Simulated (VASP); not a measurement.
# Ca9Mg2Si5 (P1) in VASP: single point with PBE

Aim: the single point of Ca9Mg2Si5 with PBE.

Program: VASP 6.6.1. These are calculated values, not measurements. Logs are shortened: lines on timing, memory, paths and dates and some standing lists are left out, and cuts for length are marked.

## (1) The cell of the first run

The typed cell holds 16 atoms: a = 6.471 Å, b = 7.952 Å, c = 9.153 Å, α = 93.84°, β = 94.42°, γ = 84.02°.

## (2) Single point, PBE

INCAR reads:

```
PREC = Accurate
ENCUT = 520
EDIFF = 1E-6
ISMEAR = 0
SIGMA = 0.1
LREAL = Auto
LASPH = T
NELM = 60
ALGO = Fast
ISIF = 2
LWAVE = F
LCHARG = T
GGA = PE
LELF = T
LVHAR = T
NBANDS = 71
ISYM = 0
```

KPOINTS reads:

```
Automatic mesh
0
Gamma
  3 3 3
```

POSCAR reads:

```
Ca9Mg2Si5
1.0
    6.4547480655      0.3596545092     -0.2747479572
    0.3757267820      7.9381611501     -0.2779359839
   -0.3018968840     -0.2791378937      9.1440442980
Mg Si Ca
2 5 9
Direct
    0.3274447425      0.3466968831      0.8723305067
    0.6100732757      0.5534758498      0.0346147550
    0.0377392171      0.5078522765      0.0720377466
    0.3651386066      0.3631635581      0.1888328773
    0.5796778670      0.0450519085      0.7447495061
    0.1978650897      0.0429395772      0.7714923056
    0.8595578231      0.7801862100      0.1848132948
    1.0059266611      0.1414503960      0.1142864458
    0.5053392904      1.0064715208      0.0547055440
    0.8592526709      0.9535444396      0.4943525651
    0.8120952444      0.4834772558      0.3681018279
    0.3022109532      0.7254072692      0.2930012676
    0.3361558293      0.2261570275      0.4964834291
    0.8416939434      0.3279471664      0.7590748487
    0.4218243434      0.7063940979      0.6879888182
    0.9408954438      0.7796395682      0.8587640309
```

Potentials or basis: VASP PAW PBE potentials, release 64 (Mg, Si, Ca_sv).

The run is started by

```sh
$ cat potpaw_PBE.64/Mg/POTCAR potpaw_PBE.64/Si/POTCAR potpaw_PBE.64/Ca_sv/POTCAR > POTCAR
$ mpirun -np 1 vasp_std > vasp.out
```

OUTCAR:

```text
PREC = Accurate
   ENCUT = 520
   EDIFF = 1E-6
   ISMEAR = 0
   LREAL = Auto
   LASPH = T
   NELM = 60
   ISIF = 2
   GGA = PE
   ISYM = 0

 ion  position               nearest neighbor table
   1  0.327  0.347  0.872-   6 2.72   2 2.85   3 2.87   4 2.88   5 2.98  14 3.25   9 3.33
   2  0.610  0.553  0.035-   3 2.75   7 2.77   4 2.82   1 2.85  11 3.29  12 3.34  14 3.35
   3  0.038  0.508  0.072-   4 2.50   7 2.54   2 2.75   1 2.87  16 2.99   8 2.99  12 3.10
   4  0.365  0.363  0.189-   3 2.50   2 2.82   1 2.88  12 2.97   8 3.07   9 3.09  13 3.11
   5  0.580  0.045  0.745-   6 2.50  14 2.94   9 2.96  15 2.98   1 2.98  13 3.02  10 3.03  16 3.15

   6  0.198  0.043  0.771-   5 2.50   1 2.72  15 2.99  16 2.99  14 3.06   9 3.15
   7  0.860  0.780  0.185-   3 2.54   2 2.77  12 2.96   9 2.99  11 3.04  10 3.07  16 3.07
   8  0.006  0.141  0.114-   3 2.99   4 3.07
   9  0.505  0.006  0.055-   5 2.96   7 2.99   4 3.09   6 3.15   1 3.33
  10  0.859  0.954  0.494-   5 3.03   7 3.07
  11  0.812  0.483  0.368-   7 3.04   2 3.29
  12  0.302  0.725  0.293-   7 2.96   4 2.97   3 3.10   2 3.34
  13  0.336  0.226  0.496-   5 3.02   4 3.11
  14  0.842  0.328  0.759-   5 2.94   6 3.06   1 3.25   2 3.35
  15  0.422  0.706  0.688-   5 2.98   6 2.99
  16  0.941  0.780  0.859-   6 2.99   3 2.99   7 3.07   5 3.15

IMPORTANT INFORMATION: All symmetrisations will be switched off!
NOSYMM: (Re-)initialisation of all symmetry stuff for point group C_1.

----------------------------------------------------------------------------------------

                                     Primitive cell

  volume of cell :     466.1943

  direct lattice vectors                    reciprocal lattice vectors
     6.454748065  0.359654509 -0.274747957     0.155534549 -0.007189609  0.004915604
     0.375726782  7.938161150 -0.277935984    -0.006889841  0.126427031  0.003631933
    -0.301896884 -0.279137894  9.144044298     0.004463874  0.003626764  0.109618891

  length of vectors
     6.470595830  7.951906782  9.153283882     0.155778206  0.126666708  0.109769672

  position of ions in fractional coordinates (direct lattice)
     0.327444742  0.346696883  0.872330507
     0.610073276  0.553475850  0.034614755
     0.037739217  0.507852277  0.072037747
     0.365138607  0.363163558  0.188832877
     0.579677867  0.045051908  0.744749506
     0.197865090  0.042939577  0.771492306
[... 8 lines left out ...]
     0.421824343  0.706394098  0.687988818
     0.940895444  0.779639568  0.858764031

  ion indices of the primitive-cell ions
   primitive index   ion index
                 1           1
                 2           2
                 3           3
[... 80 lines left out ...]
   ISIF   =      2    stress and relaxation
   ISYM   =      0    0-nonsym 1-usesym 2-fastsym
   POTIM  = 0.5000    time-step for ionic-motion
   TEBEG  =    0.0;   TEEND  =   0.0 temperature during run
   PSTRESS=    0.0 pullay stress
   NELECT =     114.0000    total number of electrons
   NUPDOWN=      -1.0000    fix difference up-down
   EMIN   =  10.00;   EMAX   =-10.00  energy-range for DOS
   EFERMI =   0.00;   METHOD = LEGACY
   ISMEAR =     0;   SIGMA  =   0.10  broadening in eV -4-tet -1-fermi 0-gaus
   EFERMI_NEDOS =   21; number of points for ismear=-14 and -15
   IALGO  =     68    algorithm
   IMIX   =      4    mixing-type and parameters
     AMIX     =   0.40;   BMIX     =  1.00
     AMIX_MAG =   1.60;   BMIX_MAG =  1.00
  volume/ion in A,a.u.               =      29.14       196.63
  Fermi-wavevector in a.u.,A,eV,Ry     =   1.023735  1.934578 14.259354  1.048033
  Thomas-Fermi vector in A             =   2.157484
   LORBIT       =      0    0 simple, 1 ext, 2 COOP (PROOUT), +10 PAW based schemes
   GGA     = PE    functional components
   LHFCALC =     F    Hartree Fock is set to
   AEXX    =    0.0000 exact exchange contribution
   IVDW    =     0    specifies the selected vdW correction
   LEPSILON=     F    determine dielectric tensor
   LRPA    =     F    only Hartree local field effects (RPA)
 non-spin polarized calculation
 RMM-DIIS sequential band-by-band and
 Gauss-broadening in eV      SIGMA  =   0.10
  energy-cutoff  :      520.00
  volume of cell :      466.19
 maximum number of plane-waves:     12589
   NGX = 25   NGY = 29   NGZ = 35

 number of electron     114.0000002 magnetization

 Free energy of the ion-electron system (eV)
  ---------------------------------------------------
  ext. energy  EPLUGINS =         0.00000000
  ---------------------------------------------------
  free energy    TOTEN  =       -51.29524285 eV

  energy without entropy =      -51.25397096  energy(sigma->0) =      -51.27460691

 E-fermi :   3.2742     XC(G=0):  -8.5113

 val. band max:        3.2400601879   @ k =   0.3333   0.3333   0.3333
 cond. band min:       3.2834863373   @ k =  -0.3333  -0.3333   0.3333
 fundamental gap:      0.0434261495
 Fermi energy:         3.2741554487

 k-point     1 :       0.0000    0.0000    0.0000
  band No.  band energies     occupation
      1     -38.4543      2.00000
      2     -38.3187      2.00000
      3     -38.3114      2.00000
      4     -38.3061      2.00000
      5     -38.2979      2.00000
      6     -38.2714      2.00000
[... 997 lines left out ...]
     68       4.7907      0.00000
     69       4.8838      0.00000
 [bands above 69 left out]

------------------------ aborting loop because EDIFF is reached ----------------------------------------

  FORCE on cell =-STRESS in cart. coord.  units (eV):
  Direction    XX          YY          ZZ          XY          YZ          ZX
  --------------------------------------------------------------------------------------
  -------------------------------------------------------------------------------------
  Total        0.0677041      0.1187972      0.0982114      0.0109987     -0.0325051     -0.0026269
  in kB        0.2326796      0.4082721      0.3375246      0.0377996     -0.1117109     -0.0090279
  external PRESSURE =       0.3261588 kB  Pullay stress =       0.0000000 kB

 VOLUME and BASIS-vectors are now :
 -----------------------------------------------------------------------------
  energy-cutoff  :      520.00
  volume of cell :      466.19
      direct lattice vectors                 reciprocal lattice vectors
     6.454748065  0.359654509 -0.274747957     0.155534549 -0.007189609  0.004915604
     0.375726782  7.938161150 -0.277935984    -0.006889841  0.126427031  0.003631933
    -0.301896884 -0.279137894  9.144044298     0.004463874  0.003626764  0.109618891

 POSITION                                       TOTAL-FORCE (eV/Angst)
 -----------------------------------------------------------------------------------
      1.98048      2.62640      7.79030        -0.001055     -0.000157      0.004486
      4.13537      4.60333     -0.00493         0.001350     -0.004737      0.004392
      0.41266      4.02488      0.50720         0.004661      0.001611      0.003603
      2.43632      2.96146      1.52544         0.001014      0.004974     -0.012246
      3.53376      0.35823      6.63824        -0.008673      0.002964      0.009438
      1.06039      0.19667      6.98826         0.007733      0.006792      0.000613
[... 8 lines left out ...]
      2.78048      5.56714      5.97877        -0.000766     -0.010199     -0.002574
      6.10692      6.28759      7.37738         0.001340     -0.003068     -0.005910
 -----------------------------------------------------------------------------------
    total drift:                                0.003444     -0.000811     -0.001307

  FREE ENERGIE OF THE ION-ELECTRON SYSTEM (eV)
  ---------------------------------------------------
  free  energy   TOTEN  =       -51.2952428542 eV

  energy  without entropy=      -51.2539709606  energy(sigma->0) =      -51.27460691
```

Wall time 12 min (1 thread of Intel Xeon 6975P-C (Granite Rapids), shared host); peak memory 0.62 GiB.

Results:

| Property | Result |
| --- | --- |
| Free energy | -51.2952 eV |
| Pressure | 0.0 GPa |
| Largest force | 0.013 eV/Å |
| Band gap on the k mesh | zero (bands 57 and 58 overlap by 0.07 eV) |

Forces in eV/Å, atoms in the order of the input:
```
Mg  -0.001  0.000  0.004
Mg   0.001 -0.005  0.004
Si   0.005  0.002  0.004
Si   0.001  0.005 -0.012
Si  -0.009  0.003  0.009
Si   0.008  0.007  0.001
Si  -0.003 -0.008 -0.007
Ca  -0.003 -0.004 -0.003
Ca  -0.001 -0.001  0.003
Ca  -0.001 -0.001 -0.003
Ca  -0.003 -0.002  0.007
Ca   0.005  0.007  0.005
Ca   0.001  0.004 -0.003
Ca   0.000  0.006 -0.001
Ca  -0.001 -0.010 -0.003
Ca   0.001 -0.003 -0.006
```

The gap in the log of VASP goes by the Fermi energy; the results here count the filled bands.